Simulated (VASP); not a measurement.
# SiAg2Br6 (P4/mmm) in VASP: relaxation of cell and atoms with PBE

Aim: the relaxation of cell and atoms of SiAg2Br6 with PBE.

Program: VASP 6.6.1. These are calculated values, not measurements. Logs are shortened: lines on timing, memory, paths and dates and some standing lists are left out, and cuts for length are marked.

## 1. The cell of the first run

It takes space group P4/mmm (No. 123, tetragonal). The conventional cell has a = 6.719 Å, b = 6.719 Å, c = 4.751 Å, α = 90.00°, β = 90.00°, γ = 90.00°. Si (site symmetry 4/mmm) has 6 Br at 2.38 Å within 3.1 Å. Within 4.4 Å of Ag (site symmetry mmm) lie 12 Br at 3.36 Å and 4 Si at 4.11 Å. Within 3.1 Å of Br (site symmetry 4/mmm) lie 2 Si at 2.38 Å. Br (site symmetry 4/mmm) has 4 Ag at 3.36 Å and 8 Br at 3.36 Å within 4.4 Å. Br (site symmetry m2m) has 1 Si at 2.38 Å within 3.1 Å.

## 2. Relaxation of cell and atoms, PBE (atoms taken out)

The input, INCAR:

```
ALGO = Normal
EDIFF = 1E-6
EDIFFG = -0.04
ENCUT = 600
GGA = PE
IBRION = 2
ISIF = 3
ISMEAR = 0
LASPH = T
LCHARG = F
LREAL = F
LWAVE = F
NELM = 80
NSW = 90
PREC = Accurate
SIGMA = 0.1
```

The input, KPOINTS:

```
k-points
0
Gamma
  4 4 4
```

The input, POSCAR:

```
SiAg2Br6
1.0
    6.7187449100      0.0000000000      0.0000000000
    0.0000000000      6.7187449100      0.0000000000
    0.0000000000      0.0000000000      4.7508700900
Si Ag Br
1 2 6
Direct
    0.0000000000      0.0000000000      0.0000000000
    0.5000000000      0.0000000000      0.5000000000
    0.0000000000      0.5000000000      0.5000000000
    0.0000000000      0.0000000000      0.5000000000
    0.5000000000      0.5000000000      0.5000000000
    0.2500000000      0.2500000000      0.0000000000
    0.7500000000      0.7500000000      0.0000000000
    0.2500000000      0.7500000000      0.0000000000
    0.7500000000      0.2500000000      0.0000000000
```

Potentials or basis: VASP PAW PBE potentials, release 64 (Si, Ag, Br).

The run is started by

```
cat potpaw_PBE.64/Si/POTCAR potpaw_PBE.64/Ag/POTCAR potpaw_PBE.64/Br/POTCAR > POTCAR
mpirun -np 1 vasp_std > vasp.out
```

OUTCAR:

```text
EDIFF = 1E-6
   EDIFFG = -0.04
   ENCUT = 600
   GGA = PE
   IBRION = 2
   ISIF = 3
   ISMEAR = 0
   LASPH = T
   LREAL = F
   NELM = 80
   NSW = 90
   PREC = Accurate

 ion  position               nearest neighbor table
   1  0.000  0.000  0.000-   6 2.38   7 2.38   8 2.38   9 2.38   4 2.38   4 2.38
   2  0.500  0.000  0.500-
   3  0.000  0.500  0.500-
   4  0.000  0.000  0.500-   1 2.38   1 2.38
   5  0.500  0.500  0.500-
   6  0.250  0.250  0.000-   1 2.38
   7  0.750  0.750  0.000-   1 2.38
   8  0.250  0.750  0.000-   1 2.38
   9  0.750  0.250  0.000-   1 2.38

  LATTYP: Found a simple tetragonal cell.
 ALAT       =     6.7187449100
 C/A-ratio  =     0.7071067816

  Lattice vectors:

 A1 = (   6.7187449100,   0.0000000000,   0.0000000000)
 A2 = (   0.0000000000,   6.7187449100,   0.0000000000)
 A3 = (   0.0000000000,   0.0000000000,   4.7508700900)

Analysis of symmetry for initial positions (statically):
=====================================================================
 Subroutine PRICEL returns:
 Original cell was already a primitive cell.

 Routine SETGRP: Setting up the symmetry group for a
 simple tetragonal supercell.

 Subroutine GETGRP returns: Found 16 space group operations
 (whereof 16 operations were pure point group operations)
 out of a pool of 16 trial point group operations.

The static configuration has the point symmetry D_4h.

Analysis of symmetry for dynamics (positions and initial velocities):
=====================================================================
 Subroutine PRICEL returns:
 Original cell was already a primitive cell.

 Routine SETGRP: Setting up the symmetry group for a
 simple tetragonal supercell.

 Subroutine GETGRP returns: Found 16 space group operations
 (whereof 16 operations were pure point group operations)
 out of a pool of 16 trial point group operations.

The dynamic configuration has the point symmetry D_4h.

 Subroutine INISYM returns: Found 16 space group operations
 (whereof 16 operations are pure point group operations),
 and found     1 'primitive' translations

----------------------------------------------------------------------------------------

                                     Primitive cell

  volume of cell :     214.4616

  direct lattice vectors                    reciprocal lattice vectors
     6.718744910  0.000000000  0.000000000     0.148837322  0.000000000  0.000000000
     0.000000000  6.718744910  0.000000000     0.000000000  0.148837322  0.000000000
     0.000000000  0.000000000  4.750870090     0.000000000  0.000000000  0.210487759

  length of vectors
     6.718744910  6.718744910  4.750870090     0.148837322  0.148837322  0.210487759

  position of ions in fractional coordinates (direct lattice)
     0.000000000  0.000000000  0.000000000
     0.500000000  0.000000000  0.500000000
     0.000000000  0.500000000  0.500000000
     0.000000000  0.000000000  0.500000000
     0.500000000  0.500000000  0.500000000
     0.250000000  0.250000000  0.000000000
     0.750000000  0.750000000  0.000000000
     0.250000000  0.750000000  0.000000000
     0.750000000  0.250000000  0.000000000

  ion indices of the primitive-cell ions
   primitive index   ion index
                 1           1
                 2           2
                 3           3
                 4           4
                 5           5
                 6           6
                 7           7
                 8           8
                 9           9

----------------------------------------------------------------------------------------

 KPOINTS: k-points

Automatic generation of k-mesh.
 Grid dimensions read from file:
 generate k-points for:    4    4    4

 Generating k-lattice:

  Cartesian coordinates                     Fractional coordinates (reciprocal lattice)
     0.037209331  0.000000000  0.000000000     0.250000000  0.000000000  0.000000000
     0.000000000  0.037209331  0.000000000     0.000000000  0.250000000  0.000000000
     0.000000000  0.000000000  0.052621940     0.000000000  0.000000000  0.250000000

  Length of vectors
     0.037209331  0.037209331  0.052621940

  Shift w.r.t. Gamma in fractional coordinates (k-lattice)
     0.000000000  0.000000000  0.000000000

 Subroutine IBZKPT returns following result:
 ===========================================

 Found     18 irreducible k-points:

 Following reciprocal coordinates:
            Coordinates               Weight
  0.000000  0.000000  0.000000      1.000000
  0.250000  0.000000  0.000000      4.000000
  0.500000  0.000000  0.000000      2.000000
  0.250000  0.250000  0.000000      4.000000
  0.500000  0.250000  0.000000      4.000000
  0.500000  0.500000  0.000000      1.000000
[... 10 lines left out ...]
  0.500000  0.250000  0.500000      4.000000
  0.500000  0.500000  0.500000      1.000000
   k-points           NKPTS =     18   k-points in BZ     NKDIM =     18   number of bands    NBANDS=     40
   number of dos      NEDOS =    301   number of ions     NIONS =      9
   total plane-waves  NPLWV = 116640
   dimension x,y,z NGX =    54 NGY =   54 NGZ =   40
   dimension x,y,z NGXF=   108 NGYF=  108 NGZF=   80
   ions per type =               1   2   6
   NGX,Y,Z   is equivalent  to a cutoff of  13.36, 13.36, 14.00 a.u.
   NGXF,Y,Z  is equivalent  to a cutoff of  26.72, 26.72, 27.99 a.u.
 SYSTEM =  unknown system
   PREC   = accura    normal or accurate (medium, high low for compatibility)
   ISTART =      0    job   : 0-new  1-cont  2-samecut
   ICHARG =      2    charge: 1-file 2-atom 10-const
   ISPIN  =      1    spin polarized calculation?
   LNONCOLLINEAR =      F non collinear calculations
   LSORBIT =      F    spin-orbit coupling
   LASPH  =      T    aspherical Exc in radial PAW
   ENCUT  =  600.0 eV  44.10 Ry    6.64 a.u.  13.42 13.42  9.49*2*pi/ulx,y,z
   NELM   =     80;   NELMIN=  2; NELMDL= -5     # of ELM steps
   EDIFF  = 0.1E-05   stopping-criterion for ELM
   LREAL  =      F    real-space projection
   EDIFFG = -.4E-01   stopping-criterion for IOM
   NSW    =     90    number of steps for IOM
   IBRION =      2    ionic relax: 0-MD 1-quasi-New 2-CG
   NFREE  =      1    steps in history (QN), initial steepest desc. (CG)
   ISIF   =      3    stress and relaxation
   ISYM   =      2    0-nonsym 1-usesym 2-fastsym
   POTIM  = 0.5000    time-step for ionic-motion
   TEBEG  =    0.0;   TEEND  =   0.0 temperature during run
   PSTRESS=    0.0 pullay stress
   NELECT =      68.0000    total number of electrons
   NUPDOWN=      -1.0000    fix difference up-down
   EMIN   =  10.00;   EMAX   =-10.00  energy-range for DOS
   EFERMI =   0.00;   METHOD = LEGACY
   ISMEAR =     0;   SIGMA  =   0.10  broadening in eV -4-tet -1-fermi 0-gaus
   EFERMI_NEDOS =   21; number of points for ismear=-14 and -15
   IALGO  =     38    algorithm
   IMIX   =      4    mixing-type and parameters
     AMIX     =   0.40;   BMIX     =  1.00
     AMIX_MAG =   1.60;   BMIX_MAG =  1.00
  volume/ion in A,a.u.               =      23.83       160.81
  Fermi-wavevector in a.u.,A,eV,Ry     =   1.116335  2.109568 16.955641  1.246204
  Thomas-Fermi vector in A             =   2.252948
   LORBIT       =      0    0 simple, 1 ext, 2 COOP (PROOUT), +10 PAW based schemes
   GGA     = PE    functional components
   LHFCALC =     F    Hartree Fock is set to
   AEXX    =    0.0000 exact exchange contribution
   IVDW    =     0    specifies the selected vdW correction
   LEPSILON=     F    determine dielectric tensor
   LRPA    =     F    only Hartree local field effects (RPA)
 conjugate gradient relaxation of ions
 non-spin polarized calculation
 Gauss-broadening in eV      SIGMA  =   0.10
  energy-cutoff  :      600.00
  volume of cell :      214.46
 maximum number of plane-waves:      7251
 NGX is ok and might be reduce to    54
   NGX = 27   NGY = 27   NGZ = 19

--------------------------------------- Ionic step        1  -------------------------------------------

 number of electron      67.9999995 magnetization

 Free energy of the ion-electron system (eV)
  ---------------------------------------------------
  ext. energy  EPLUGINS =         0.00000000
  ---------------------------------------------------
  free energy    TOTEN  =       -21.14701734 eV

  energy without entropy =      -21.13643864  energy(sigma->0) =      -21.14172799

------------------------ aborting loop because EDIFF is reached ----------------------------------------

  FORCE on cell =-STRESS in cart. coord.  units (eV):
  Direction    XX          YY          ZZ          XY          YZ          ZX
  --------------------------------------------------------------------------------------
  -------------------------------------------------------------------------------------
  Total        4.4104740      4.4104740     11.6069098      0.0000000      0.0000000     -0.0000000
  in kB       32.9493151     32.9493151     86.7117059      0.0000000      0.0000000     -0.0000000
  external PRESSURE =      50.8701121 kB  Pullay stress =       0.0000000 kB
[... 110 lines left out ...]
  FREE ENERGIE OF THE ION-ELECTRON SYSTEM (eV)
  ---------------------------------------------------
  free  energy   TOTEN  =       -21.8495514864 eV

  energy  without entropy=      -21.8478475775  energy(sigma->0) =      -21.84869953

[... ionic steps 4 to 9 ...]

--------------------------------------- Ionic step       10  -------------------------------------------

 number of electron      67.9999985 magnetization

------------------------ aborting loop because EDIFF is reached ----------------------------------------

  FORCE on cell =-STRESS in cart. coord.  units (eV):
  Direction    XX          YY          ZZ          XY          YZ          ZX
  --------------------------------------------------------------------------------------
  -------------------------------------------------------------------------------------
  Total        0.2622877      0.2622877     -0.1102225      0.0000000     -0.0000000      0.0000000
  in kB        1.6387727      1.6387727     -0.6886700      0.0000000     -0.0000000      0.0000000
  external PRESSURE =       0.8629584 kB  Pullay stress =       0.0000000 kB
[... 71 lines left out ...]
  energy  without entropy=      -22.0993419498  energy(sigma->0) =      -22.09936704

--------------------------------------- Ionic step       12  -------------------------------------------

 number of electron      67.9999989 magnetization

 Free energy of the ion-electron system (eV)
  ---------------------------------------------------
  ext. energy  EPLUGINS =         0.00000000
  ---------------------------------------------------
  free energy    TOTEN  =       -22.10249426 eV

  energy without entropy =      -22.10233579  energy(sigma->0) =      -22.10241503

 E-fermi :   2.0307     XC(G=0):  -8.7306

 val. band max:        1.8451407484   @ k =   0.0000   0.0000   0.0000
 cond. band min:       2.1884843851   @ k =   0.0000   0.0000   0.0000
 fundamental gap:      0.3433436367
 Fermi energy:         2.0306508693

 k-point     1 :       0.0000    0.0000    0.0000
  band No.  band energies     occupation
      1     -13.8762      2.00000
      2     -12.7979      2.00000
      3     -12.7979      2.00000
      4     -12.5665      2.00000
      5     -12.1138      2.00000
      6     -11.3247      2.00000
[... 799 lines left out ...]
  FREE ENERGIE OF THE ION-ELECTRON SYSTEM (eV)
  ---------------------------------------------------
  free  energy   TOTEN  =       -22.1024942649 eV

  energy  without entropy=      -22.1023357901  energy(sigma->0) =      -22.10241503

 reached required accuracy - stopping structural energy minimisation
```

Run time: 18 min. Hardware: 1 thread of Intel Xeon Platinum 8488C (Sapphire Rapids), shared host; peak memory 0.46 GiB.

What came out:

```yaml
Free_energy: -22.1025 eV
Relaxed_volume: 28.39 Å³/atom
Relaxed_cell: a = 6.707 Å, b = 6.707 Å, c = 5.681 Å, α = 90.00°, β = 90.00°, γ = 90.00°
Space_group_after_relaxing_to_0.1_Å: P4/mmm (No. 123)
Energy_gained_by_relaxing: 106.2 meV/atom
Ionic_steps: 12
Pressure_after_relaxing: 0.0 GPa
Largest_force_after_relaxing: 0.015 eV/Å
Band_gap_on_the_k_mesh: 0.34 eV
```

Forces on the atoms (eV/Å):
```
Si   0.000  0.000  0.000
Ag   0.000  0.000  0.000
Ag   0.000  0.000  0.000
Br   0.000  0.000  0.000
Br   0.000  0.000  0.000
Br   0.011  0.011  0.000
Br  -0.011 -0.011  0.000
Br   0.011 -0.011  0.000
Br  -0.011  0.011  0.000
```

Stress tensor (GPa, compression positive):
```
 0.01  0.00  0.00
 0.00  0.01  0.00
 0.00  0.00 -0.07
```

The path:
```
step  energy change (eV)  largest force (eV/Å)  pressure (GPa)  volume (Å³)
   1              0.0000                0.6018            5.09       214.46
   2             -0.6257                0.7468            0.47       238.70
   3             -0.7025                0.8531           -1.73       258.96
   4             -0.7099                0.8308           -1.34       254.57
   5             -0.9128                0.0278           -0.13       254.10
   6             -0.9177                0.1505            0.15       253.99
   7             -0.9280                0.1241            0.02       255.13
   8             -0.9449                0.0484           -0.30       258.44
   9             -0.9466                0.0196           -0.40       259.67
  10             -0.9523                0.1456            0.09       256.43
  11             -0.9524                0.1296            0.02       256.84
  12             -0.9555                0.0153           -0.02       255.52
```

Final structure:
```xyz
9
Lattice="6.7067 0.0000 0.0000 0.0000 6.7067 0.0000 0.0000 0.0000 5.6808" Properties=species:S:1:pos:R:3 pbc="T T T"
Si    0.0000    6.7067    0.0000
Ag    3.3534    6.7067    2.8404
Ag    0.0000    3.3534    2.8404
Br    0.0000    6.7067    2.8404
Br    3.3534    3.3534    2.8404
Br    1.6276    1.6276    5.6808
Br    5.0791    5.0791    0.0000
Br    1.6276    5.0791    0.0000
Br    5.0791    1.6276    0.0000
```

Caveat: the cell differs from its parent crystal (atoms taken out); the volume moved by over 15 % at a fixed basis, so the end points are rough; semilocal functionals underestimate gaps, and a narrow one can read as zero. A k mesh can miss the band edges.
